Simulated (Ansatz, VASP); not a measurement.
**WC: VASP beside Ansatz**

INCAR

```
PREC     = Accurate       # precision mode
ENCUT    = 520            # plane-wave cutoff, eV
EDIFF    = 1E-7           # SCF threshold, eV
ISMEAR   = 0              # smearing method
SIGMA    = 0.1            # smearing width, eV
LREAL    = F              # projectors in reciprocal space
LASPH    = T              # aspherical terms in the spheres
NELM     = 60             # most SCF steps
ALGO     = Normal         # electronic algorithm
ISIF     = 2              # what is computed and relaxed
LWAVE    = F              # write WAVECAR
LCHARG   = T              # write CHGCAR
GGA      = PE             # functional
LELF     = T              # ELF
LVHAR    = T            
NBANDS   = 16             # bands
```

Contents of KPOINTS:

```
regular mesh
0
Gamma
  6 6 6
```

The input POSCAR:

```
WC
1.0
    2.9005014200      0.0000000000      0.0000000000
   -1.4502507100      2.5119079100      0.0000000000
    0.0000000000      0.0000000000      2.8290000000
W C
1 1
Direct
    0.0000000000      0.0000000000      0.0000000000
    0.6666666700      0.3333333300      0.5000000000
```

Input for Ansatz:

```yaml
crystal:
  lattice:
    - [2.90050142, 0.0, 0.0]
    - [-1.45025071, 2.51190791, 0.0]
    - [0.0, 0.0, 2.829]
  atoms:
    - { symbol: W, position: [0.0, 0.0, 0.0] }
    - { symbol: C, position: [0.66666667, 0.33333333, 0.5] }
basis:
  ecutwfc: 420
kpoints:
  mp_grid: { grid: [6, 6, 6] }
hamiltonian:
  xc: pbe
scf:
  occupations: { method: gaussian, width: 0.1 }
  lower_state_search: "off"
output:
  forces: true
  stress: true
  eigenvalues: true
```

Alike in both runs: task single point; functional PBE; k mesh 6 × 6 × 6; occupations gaussian, width 0.1 eV; no spin polarisation.

|  | VASP | Ansatz |
| --- | --- | --- |
| version | VASP 6.6.1 | Ansatz 0.2.0 |
| potentials or method | VASP PAW PBE potentials, release 64 (W_sv, C), cutoff 520 eV | scalar-relativistic, plane waves, PAW |
| valence electrons in the cell | 18 | 18 |

|  | VASP | Ansatz | Ansatz less VASP |
| --- | --- | --- | --- |
| gap on the k mesh at the Fermi level (eV) | none | none | - |
| pressure (GPa) | 9.7 | 8.5 | -1.18 |
| traceless stress, the component that is largest in VASP (GPa) | -0.84 | -1.05 | -0.209 |

A gap of «none» marks a metal or a gap that the smearing closes. The functional is the same, so the differences come from potentials, cutoffs and numerics.

The k mesh is coarse, so the values compare programs but aren't converged. Neither program's run includes spin-orbit coupling.
